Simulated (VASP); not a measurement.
Write the native input for VASP 6.6.1 that does the following.

* Task: single point
* Functional: PBEsol
* Potentials or basis: VASP PAW PBE potentials, release 64 (Mg)
* Cutoff: 520 eV
* k mesh: 18 × 18 × 18
* Occupations: gaussian, width 0.15 eV
* Spin: no spin polarisation
* Dipole correction: no
* Further INCAR settings: ALGO = Normal; EDIFF = 1e-07; NBANDS = 7

The structure of Mg lies in POSCAR:

```
Mg
1.0
   -1.8219578674      1.8219578674      1.6301500000
    1.8219578674     -1.8219578674      1.6301500000
    1.8219578674      1.8219578674     -1.6301500000
Mg
1
Direct
    0.0000000000      0.0000000000      0.0000000000
```

The input as run:

INCAR

```
SYSTEM = Mg
ALGO = Normal
EDIFF = 1E-7
ENCUT = 520
GGA = PS
ISIF = 2
ISMEAR = 0
LASPH = .True.
LCHARG = .True.
LELF = .True.
LREAL = .False.
LVHAR = .True.
LWAVE = .False.
NBANDS = 7
NELM = 80
PREC = Accurate
SIGMA = 0.15
```

KPOINTS

```
k-points
0
Gamma
  18 18 18
  0 0 0
```

Potentials or basis: VASP PAW PBE potentials, release 64 (Mg).

Command:

```sh
$ cat potpaw_PBE.64/Mg/POTCAR > POTCAR
$ mpirun -np 1 vasp_std > vasp.out
```

It gave:

- Pressure: 1.6 GPa
- Band gap on the k mesh: zero (bands 1 and 2 overlap by 4.59 eV)

Caveat: the PAW data sets were made with another functional, which shifts forces and pressure a little.

Run time: 24 s on 1 thread of AMD EPYC 9R45 96-Core Processor (Zen 5) (shared host), peak memory 0.17 GiB.
